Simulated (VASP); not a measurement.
Crystal: HfS2.

```
Hf S
1.0
     3.55177    0.00000    0.00000
    -1.77589    3.07593    0.00000
     0.00000    0.00000    5.68383
Hf S
1 2
Direct
  0.00000 0.00000 0.00000
  0.66667 0.33333 0.74761
  0.33333 0.66667 0.25239
```

This cell differs from its parent crystal: equal strain along all axes, cell held: -1.5 %.

| Item | Value |
| --- | --- |
| Program | VASP 6.6.1 |
| Task | relaxation of the atoms |
| Functional | PBE |
| Dispersion | D3(BJ) |
| Potentials or basis | VASP PAW PBE potentials, release 64 (Hf_pv, S) |
| Cutoff | 450 eV |
| k mesh | 12 × 12 × 6 |
| Occupations | gaussian, width 0.02 eV |
| Spin | no spin polarisation |

At the start: pressure 4.4 GPa; volume 20.70 Å³/atom.

**Question.** Where does the relaxation end?

**Answer.** Over 3 steps the energy falls by 6.2 meV/atom; space group P-3m1 (No. 164, to 0.1 Å) before and after.

Step by step:
| step | energy change (eV) | largest force (eV/Å) | pressure (GPa) |
| --- | --- | --- | --- |
| 1 | 0.0000 | 0.5160 | 4.44 |
| 2 | -0.0168 | 0.1630 | 2.75 |
| 3 | -0.0187 | 0.0025 | 1.97 |

Final structure:
```yaml
crystal:
  lattice:
    - [3.55177, 0.00000, 0.00000]
    - [-1.77589, 3.07593, 0.00000]
    - [0.00000, 0.00000, 5.68383]
  atoms:
    - { symbol: Hf, position: [0.00000, 0.00000, 0.00000] }
    - { symbol: S, position: [0.66667, 0.33333, 0.74114] }
    - { symbol: S, position: [0.33333, 0.66667, 0.25886] }
```

Caveat: the cell differs from its parent crystal (equal strain along all axes, cell held: -1.5 %).
